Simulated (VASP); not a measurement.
# Al (P6_3/mmc) in VASP: a series of runs

The runs below take Al through single point, with r2SCAN.

All numbers are computed with VASP 6.6.1; they aren't measurements. Logs are shortened: lines on timing, memory, paths and dates and some standing lists are left out, and cuts for length are marked.

**1. The cell of the first run**

Symmetry: P6_3/mmc, No. 194, hexagonal system. The conventional cell has a = 2.812 Å, b = 2.812 Å, c = 4.867 Å, α = 90.00°, β = 90.00°, γ = 120.00°. Al (site symmetry -6m2) has 12 Al at 2.81 to 2.93 Å within 3.7 Å.

**2. Single point, r2SCAN**

POSCAR

```
Al
1.0
    2.8124550000      0.0000000000      0.0000000000
   -1.4062275000      2.4356574770      0.0000000000
    0.0000000000      0.0000000000      4.8668500000
Al
2
Direct
    0.6666666667      0.3333333333      0.7500000000
    0.3333333333      0.6666666667      0.2500000000
```

INCAR.step1

```
PREC = Accurate
ENCUT = 550
ISMEAR = -1
SIGMA = 0.05
LREAL = F
LASPH = T
NELM = 120
NBANDS = 10
GGA = PE
ALGO = Normal
EDIFF = 1E-5
LWAVE = T
LCHARG = F
GGA_COMPAT = F
```

INCAR.step2

```
PREC = Accurate
ENCUT = 550
EDIFF = 1E-6
ISMEAR = -1
SIGMA = 0.05
LREAL = F
LASPH = T
NELM = 120
ALGO = Normal
ISIF = 2
LWAVE = F
LCHARG = T
METAGGA = R2SCAN
LMIXTAU = T
LELF = T
LVHAR = T
NBANDS = 10
ISTART = 1
GGA_COMPAT = F
```

KPOINTS

```
regular mesh
0
Gamma
  3 3 2
```

Potentials or basis: VASP PAW PBE potentials, release 64 (Al).

Command:

```sh
$ cat potpaw_PBE.64/Al/POTCAR > POTCAR
$ cp INCAR.step1 INCAR
$ mpirun -np 1 vasp_std > vasp.out
$ cp INCAR.step2 INCAR
$ mpirun -np 1 vasp_std > vasp.out
```

OUTCAR:

```text
PREC = Accurate
   ENCUT = 550
   EDIFF = 1E-6
   ISMEAR = -1
   LREAL = F
   LASPH = T
   NELM = 120
   ISIF = 2
   METAGGA = R2SCAN
   ISTART = 1

 ion  position               nearest neighbor table
   1  0.667  0.333  0.750-   2 2.93   2 2.93   2 2.93   2 2.93   2 2.93   2 2.93
   2  0.333  0.667  0.250-   1 2.93   1 2.93   1 2.93   1 2.93   1 2.93   1 2.93

  LATTYP: Found a hexagonal cell.
 ALAT       =     2.8124550000
 C/A-ratio  =     1.7304632430

  Lattice vectors:

 A1 = (   2.8124550000,   0.0000000000,   0.0000000000)
 A2 = (  -1.4062275000,   2.4356574770,   0.0000000000)
 A3 = (   0.0000000000,   0.0000000000,   4.8668500000)

Analysis of symmetry for initial positions (statically):
=====================================================================
 Subroutine PRICEL returns:
 Original cell was already a primitive cell.

 Routine SETGRP: Setting up the symmetry group for a
 hexagonal supercell.

 Subroutine GETGRP returns: Found 24 space group operations
 (whereof 12 operations were pure point group operations)
 out of a pool of 24 trial point group operations.

The static configuration has the point symmetry D_3d.
 The point group associated with its full space group is D_6h.

Analysis of symmetry for dynamics (positions and initial velocities):
=====================================================================
 Subroutine PRICEL returns:
 Original cell was already a primitive cell.

 Routine SETGRP: Setting up the symmetry group for a
 hexagonal supercell.

 Subroutine GETGRP returns: Found 24 space group operations
 (whereof 12 operations were pure point group operations)
 out of a pool of 24 trial point group operations.

The dynamic configuration has the point symmetry D_3d.
 The point group associated with its full space group is D_6h.

 Subroutine INISYM returns: Found 24 space group operations
 (whereof 12 operations are pure point group operations),
 and found     1 'primitive' translations

----------------------------------------------------------------------------------------

                                     Primitive cell

  volume of cell :      33.3388

  direct lattice vectors                    reciprocal lattice vectors
     2.812455000  0.000000000  0.000000000     0.355561245  0.205283380  0.000000000
    -1.406227500  2.435657477  0.000000000     0.000000000  0.410566760  0.000000000
     0.000000000  0.000000000  4.866850000     0.000000000  0.000000000  0.205471712

  length of vectors
     2.812455000  2.812455000  4.866850000     0.410566760  0.410566760  0.205471712

  position of ions in fractional coordinates (direct lattice)
     0.666666667  0.333333333  0.750000000
     0.333333333  0.666666667  0.250000000

  ion indices of the primitive-cell ions
   primitive index   ion index
                 1           1
                 2           2

----------------------------------------------------------------------------------------

 KPOINTS: regular mesh

Automatic generation of k-mesh.
 Grid dimensions read from file:
 generate k-points for:    3    3    2

 Generating k-lattice:

  Cartesian coordinates                     Fractional coordinates (reciprocal lattice)
     0.118520415  0.068427793  0.000000000     0.333333333  0.000000000  0.000000000
     0.000000000  0.136855587  0.000000000     0.000000000  0.333333333  0.000000000
     0.000000000  0.000000000  0.102735856     0.000000000  0.000000000  0.500000000

  Length of vectors
     0.136855587  0.136855587  0.102735856

  Shift w.r.t. Gamma in fractional coordinates (k-lattice)
     0.000000000  0.000000000  0.000000000

 Subroutine IBZKPT returns following result:
 ===========================================

 Found      6 irreducible k-points:

 Following reciprocal coordinates:
            Coordinates               Weight
  0.000000  0.000000  0.000000      1.000000
  0.333333 -0.000000  0.000000      6.000000
  0.333333  0.333333  0.000000      2.000000
  0.000000  0.000000  0.500000      1.000000
  0.333333 -0.000000  0.500000      6.000000
  0.333333  0.333333  0.500000      2.000000
   k-points           NKPTS =      6   k-points in BZ     NKDIM =      6   number of bands    NBANDS=     10
   number of dos      NEDOS =    301   number of ions     NIONS =      2
   total plane-waves  NPLWV =  23040
   dimension x,y,z NGX =    24 NGY =   24 NGZ =   40
   dimension x,y,z NGXF=    48 NGYF=   48 NGZF=   80
   ions per type =               2
   NGX,Y,Z   is equivalent  to a cutoff of  14.19, 14.19, 13.66 a.u.
   NGXF,Y,Z  is equivalent  to a cutoff of  28.37, 28.37, 27.33 a.u.
 SYSTEM =  unknown system
   PREC   = accura    normal or accurate (medium, high low for compatibility)
   ISTART =      1    job   : 0-new  1-cont  2-samecut
   ICHARG =      0    charge: 1-file 2-atom 10-const
   ISPIN  =      1    spin polarized calculation?
   LNONCOLLINEAR =      F non collinear calculations
   LSORBIT =      F    spin-orbit coupling
   LASPH  =      T    aspherical Exc in radial PAW
   ENCUT  =  550.0 eV  40.42 Ry    6.36 a.u.   5.38  5.38  9.31*2*pi/ulx,y,z
   NELM   =    120;   NELMIN=  2; NELMDL=  0     # of ELM steps
   EDIFF  = 0.1E-05   stopping-criterion for ELM
   LREAL  =      F    real-space projection
   EDIFFG = 0.1E-04   stopping-criterion for IOM
   NSW    =      0    number of steps for IOM
   IBRION =     -1    ionic relax: 0-MD 1-quasi-New 2-CG
   NFREE  =      0    steps in history (QN), initial steepest desc. (CG)
   ISIF   =      2    stress and relaxation
   ISYM   =      2    0-nonsym 1-usesym 2-fastsym
   POTIM  = 0.5000    time-step for ionic-motion
   TEBEG  =    0.0;   TEEND  =   0.0 temperature during run
   PSTRESS=    0.0 pullay stress
   NELECT =       6.0000    total number of electrons
   NUPDOWN=      -1.0000    fix difference up-down
   EMIN   =  10.00;   EMAX   =-10.00  energy-range for DOS
   EFERMI =   0.00;   METHOD = LEGACY
   ISMEAR =    -1;   SIGMA  =   0.05  broadening in eV -4-tet -1-fermi 0-gaus
   EFERMI_NEDOS =   21; number of points for ismear=-14 and -15
   IALGO  =     38    algorithm
   IMIX   =      4    mixing-type and parameters
     AMIX     =   0.40;   BMIX     =  1.00
     AMIX_MAG =   1.60;   BMIX_MAG =  1.00
  volume/ion in A,a.u.               =      16.67       112.49
  Fermi-wavevector in a.u.,A,eV,Ry     =   0.924291  1.746656 11.623642  0.854314
  Thomas-Fermi vector in A             =   2.050021
   LORBIT       =      0    0 simple, 1 ext, 2 COOP (PROOUT), +10 PAW based schemes
   METAGGA = R2SCAN    functional components
   LHFCALC =     F    Hartree Fock is set to
   AEXX    =    0.0000 exact exchange contribution
   IVDW    =     0    specifies the selected vdW correction
   LEPSILON=     F    determine dielectric tensor
   LRPA    =     F    only Hartree local field effects (RPA)
 non-spin polarized calculation
  energy-cutoff  :      550.00
  volume of cell :       33.34
 maximum number of plane-waves:      1002
 NGX is ok and might be reduce to    24
   NGX = 11   NGY = 11   NGZ = 19

 number of electron       6.0000000 magnetization

 Free energy of the ion-electron system (eV)
  ---------------------------------------------------
  ext. energy  EPLUGINS =         0.00000000
  ---------------------------------------------------
  free energy    TOTEN  =       -13.18786431 eV

  energy without entropy =      -13.17276014  energy(sigma->0) =      -13.18031223

 E-fermi :   7.7397     XC(G=0): -10.8764

 val. band max:        7.3440056000   @ k =   0.3333   0.3333   0.5000
 cond. band min:       7.8200889888   @ k =   0.3333  -0.0000   0.0000
 fundamental gap:      0.4760833887
 Fermi energy:         7.7397047528

 k-point     1 :       0.0000    0.0000    0.0000
  band No.  band energies     occupation
      1      -3.8688      2.00000
      2       2.6461      2.00000
      3       2.6486      2.00000
      4      19.6943      0.00000
      5      20.1634      0.00000
      6      20.1634      0.00000
      7      20.2643      0.00000
      8      20.2643      0.00000
      9      21.2540      0.00000
     10      23.6689      0.00000

 k-point     2 :       0.3333   -0.0000    0.0000
  band No.  band energies     occupation
      1      -0.9488      2.00000
      2       5.3066      2.00000
      3       5.4217      2.00000
      4       7.8201      0.33382
      5      13.4864      0.00000
      6      13.7978      0.00000
      7      15.2338      0.00000
      8      17.1068      0.00000
      9      20.6709      0.00000
     10      21.1803      0.00000

 k-point     3 :       0.3333    0.3333    0.0000
  band No.  band energies     occupation
      1       4.6675      2.00000
      2       4.6867      2.00000
      3       4.6867      2.00000
      4      10.0461      0.00000
      5      10.5735      0.00000
      6      10.5735      0.00000
      7      12.0082      0.00000
      8      12.1344      0.00000
      9      12.1344      0.00000
     10      27.6284      0.00000

 k-point     4 :       0.0000    0.0000    0.5000
  band No.  band energies     occupation
      1      -2.2148      2.00000
      2      -2.2148      2.00000
      3      10.4514      0.00000
      4      10.4514      0.00000
      5      21.1211      0.00000
      6      21.1211      0.00000
      7      21.1211      0.00000
      8      21.1211      0.00000
      9      22.1964      0.00000
     10      22.1964      0.00000

 k-point     5 :       0.3333   -0.0000    0.5000
  band No.  band energies     occupation
      1       0.6703      2.00000
      2       0.6703      2.00000
      3       9.0724      0.00000
      4       9.0724      0.00000
      5      13.2155      0.00000
      6      13.2155      0.00000
      7      16.6495      0.00000
      8      16.6495      0.00000
      9      18.3358      0.00000
     10      18.3358      0.00000

 k-point     6 :       0.3333    0.3333    0.5000
  band No.  band energies     occupation
      1       5.5740      2.00000
      2       5.5740      2.00000
      3       6.2160      2.00000
      4       6.2160      2.00000
      5       7.3440      1.99927
      6       7.3440      1.99927
      7      17.8570      0.00000
      8      17.8570      0.00000
      9      18.9756      0.00000
     10      18.9756      0.00000

------------------------ aborting loop because EDIFF is reached ----------------------------------------

  FORCE on cell =-STRESS in cart. coord.  units (eV):
  Direction    XX          YY          ZZ          XY          YZ          ZX
  --------------------------------------------------------------------------------------
  -------------------------------------------------------------------------------------
  Total       -0.0585137     -0.0585137     -0.8981895      0.0000000      0.0000000      0.0000000
  in kB       -2.8120213     -2.8120213    -43.1647090      0.0000000      0.0000000      0.0000000
  external PRESSURE =     -16.2629172 kB  Pullay stress =       0.0000000 kB

 VOLUME and BASIS-vectors are now :
 -----------------------------------------------------------------------------
  energy-cutoff  :      550.00
  volume of cell :       33.34
      direct lattice vectors                 reciprocal lattice vectors
     2.812455000  0.000000000  0.000000000     0.355561245  0.205283380  0.000000000
    -1.406227500  2.435657477  0.000000000     0.000000000  0.410566760  0.000000000
     0.000000000  0.000000000  4.866850000     0.000000000  0.000000000  0.205471712

 POSITION                                       TOTAL-FORCE (eV/Angst)
 -----------------------------------------------------------------------------------
      1.40623      0.81189      3.65014         0.000000     -0.000000      0.000000
     -0.00000      1.62377      1.21671        -0.000000      0.000000      0.000000
 -----------------------------------------------------------------------------------
    total drift:                                0.000000     -0.000000      0.000000

  FREE ENERGIE OF THE ION-ELECTRON SYSTEM (eV)
  ---------------------------------------------------
  free  energy   TOTEN  =       -13.1878643084 eV

  energy  without entropy=      -13.1727601424  energy(sigma->0) =      -13.18031223
```

Run time: 9 s. Hardware: 1 thread of Intel Xeon Platinum 8488C (Sapphire Rapids), shared host; peak memory 0.15 GiB.

What came out:

| Item | Value |
| --- | --- |
| Free energy | -13.1879 eV |
| Pressure | -1.6 GPa |
| Band gap on the k mesh | zero (band 3 reaches 10.45 eV, above the bottom of band 4 at 6.22 eV) |

Caveat: the k points lie up to 0.86 Å⁻¹ apart; the PAW data sets were made with another functional, which shifts forces and pressure a little.

**3. Single point, r2SCAN**

POSCAR is that of step 2.

INCAR.step1

```
PREC     = Accurate       # precision mode
ENCUT    = 550            # plane-wave cutoff, eV
ISMEAR   = -1             # smearing method
SIGMA    = 0.05           # smearing width, eV
LREAL    = F              # projectors in reciprocal space
LASPH    = T              # aspherical terms in the spheres
NELM     = 120            # most SCF steps
NBANDS   = 10             # bands
GGA      = PE             # functional
ALGO     = Normal         # electronic algorithm
EDIFF    = 1E-5           # SCF threshold, eV
LWAVE    = T              # write WAVECAR
LCHARG   = F              # write CHGCAR
GGA_COMPAT= F
```

INCAR.step2

```
PREC     = Accurate       # precision mode
ENCUT    = 550            # plane-wave cutoff, eV
EDIFF    = 1E-6           # SCF threshold, eV
ISMEAR   = -1             # smearing method
SIGMA    = 0.05           # smearing width, eV
LREAL    = F              # projectors in reciprocal space
LASPH    = T              # aspherical terms in the spheres
NELM     = 120            # most SCF steps
ALGO     = Normal         # electronic algorithm
ISIF     = 2              # what is computed and relaxed
LWAVE    = F              # write WAVECAR
LCHARG   = T              # write CHGCAR
METAGGA  = R2SCAN         # meta-GGA
LMIXTAU  = T            
LELF     = T              # ELF
LVHAR    = T            
NBANDS   = 10             # bands
ISTART   = 1            
GGA_COMPAT= F
```

KPOINTS

```
Automatic mesh
0
Gamma
  4 4 2
```

Potentials or basis: VASP PAW PBE potentials, release 64 (Al).

Command:

```sh
$ cat potpaw_PBE.64/Al/POTCAR > POTCAR
$ cp INCAR.step1 INCAR
$ mpirun -np 1 vasp_std > vasp.out
$ cp INCAR.step2 INCAR
$ mpirun -np 1 vasp_std > vasp.out
```

It took 9.4 s on 1 thread of Intel Xeon Platinum 8488C (Sapphire Rapids), shared host; peak memory 0.15 GiB.

Results (log left out):

- Free energy: -12.9747 eV
- Pressure: -5.0 GPa
- Band gap on the k mesh: zero (band 3 reaches 11.36 eV, above the bottom of band 4 at 4.71 eV)

Stress tensor (GPa, compression positive):
```
 -1.89   0.00   0.00
  0.00  -1.89   0.00
  0.00   0.00 -11.11
```

Levels at points of the mesh, in eV from the Fermi level:
| k point | band 1 | band 2 | band 3 | band 4 | band 5 | band 6 | band 7 |
| --- | --- | --- | --- | --- | --- | --- | --- |
| (0.00, 0.00, 0.00) | -12.30 | -5.79 | -5.78 | 11.24 | 11.71 | 11.71 | 11.82 |
| (0.50, 0.00, 0.00) | -5.85 | -5.82 | 0.09 | 0.19 | 0.86 | 1.03 | 6.17 |
| (0.00, 0.00, 0.50) | -10.65 | -10.65 | 2.01 | 2.01 | 12.67 | 12.67 | 12.67 |
| (0.50, 0.00, 0.50) | -4.66 | -4.66 | -3.73 | -3.73 | 7.25 | 7.25 | 7.58 |

Caveat: the k points lie up to 0.65 Å⁻¹ apart; the PAW data sets were made with another functional, which shifts forces and pressure a little.
